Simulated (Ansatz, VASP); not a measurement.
## One calculation of Al6Co5Ni, two programs

```
Al Co Ni
1.0
     4.02355    0.00000    0.00000
     0.00000    4.02355    0.00000
     0.00000    0.00000    8.69137
Al Co Ni
6 5 1
Direct
  0.00000 0.50000 0.83136
  0.00000 0.50000 0.16864
  0.00000 0.50000 0.50000
  0.50000 0.00000 0.83136
  0.50000 0.00000 0.16864
  0.50000 0.00000 0.50000
  0.00000 0.00000 0.66618
  0.00000 0.00000 0.33382
  0.50000 0.50000 0.66730
  0.50000 0.50000 0.00000
  0.50000 0.50000 0.33270
  0.00000 0.00000 0.00000
```

Alike in both runs: functional PBE; k mesh 4 × 4 × 2; occupations gaussian, width 0.1 eV; collinear spin.

Ansatz relaxed the structure, and its values are those at the end. VASP's run is a single point on that final structure, the one shown.

|  | VASP | Ansatz |
| --- | --- | --- |
| version | VASP 6.6.1 | Ansatz 0.2.0 |
| potentials or method | VASP PAW PBE potentials, release 64 (Al, Co, Ni), cutoff 520 eV | scalar-relativistic, plane waves, PAW |
| valence electrons in the cell | 73 | 121 |

VASP gave:

- gap on the k mesh at the Fermi level (eV): none
- pressure (GPa): -0.2
- rms of the force components (eV/Å): 0.004
- net moment per atom (μB): 0.06
- size of the moment on the site where the two differ most (μB): 0.35

Q: What did Ansatz give for the same quantities?

A: gap on the k mesh at the Fermi level (eV): none; pressure (GPa): -0.2; rms of the force components (eV/Å): 0.004; net moment per atom (μB): 0.07; size of the moment on the site where the two differ most (μB): 0.37.

Site moments also hang on the region over which each program counts them. A gap of «none» marks a metal or a gap that the smearing closes. VASP's potentials hold 73 valence electrons a cell and Ansatz's 121, so a difference there can come from the potentials and not from the codes. Ansatz's warnings: seeded moment not kept.

The k mesh is coarse, so the values compare programs but aren't converged.
